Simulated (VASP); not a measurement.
Here is a VASP 6.6.1 calculation.

INCAR

```
SYSTEM = CoSi2
PREC = Accurate
ENCUT = 520
EDIFF = 1E-7
ISMEAR = 0
SIGMA = 0.15
LREAL = .FALSE.
LASPH = .TRUE.
NELM = 100
ALGO = Normal
ISIF = 2
LWAVE = .FALSE.
LCHARG = .FALSE.
GGA = PS
NBANDS = 16
```

Contents of KPOINTS:

```
regular mesh
0
G
  16 16 16
  0 0 0
```

POSCAR

```
CoSi2
1.0
    0.0000000000      2.6562539720      2.6562539720
    2.6562539720      0.0000000000      2.6562539720
    2.6562539720      2.6562539720      0.0000000000
Co Si
1 2
Direct
    0.0000000000      0.0000000000      0.0000000000
    0.2547058753      0.2452941247      0.2547058753
    0.7547058753      0.7452941247      0.7547058753
```

Potentials or basis: VASP PAW PBE potentials, release 64 (Co, Si).

Run with:

```console
$ cat potpaw_PBE.64/Co/POTCAR potpaw_PBE.64/Si/POTCAR > POTCAR
$ mpirun -np 1 vasp_std > vasp.out
```

Task: What does it give for the largest force?

Result: 0.315 eV/Å.

Task: What does it give for the pressure?

Result: 0.1 GPa.

Task: What does it give for the band gap on the k mesh?

Result: Zero (an odd number of electrons rules out a gap without spin polarisation).

Forces in eV/Å, atoms in the order of the input:
```
Co   0.000  0.315  0.000
Si   0.000 -0.158  0.000
Si   0.000 -0.158  0.000
```

Caveat: the cell differs from its parent crystal (all Si atoms moved +0.025 Å, as atom 2 along Cartesian [0 1 0]); the PAW data sets were made with another functional, which shifts forces and pressure a little; the run has no spin polarisation, though such a crystal can be magnetic. Spin polarisation is off, so any magnetic state and its effect on volume and gap are missing.
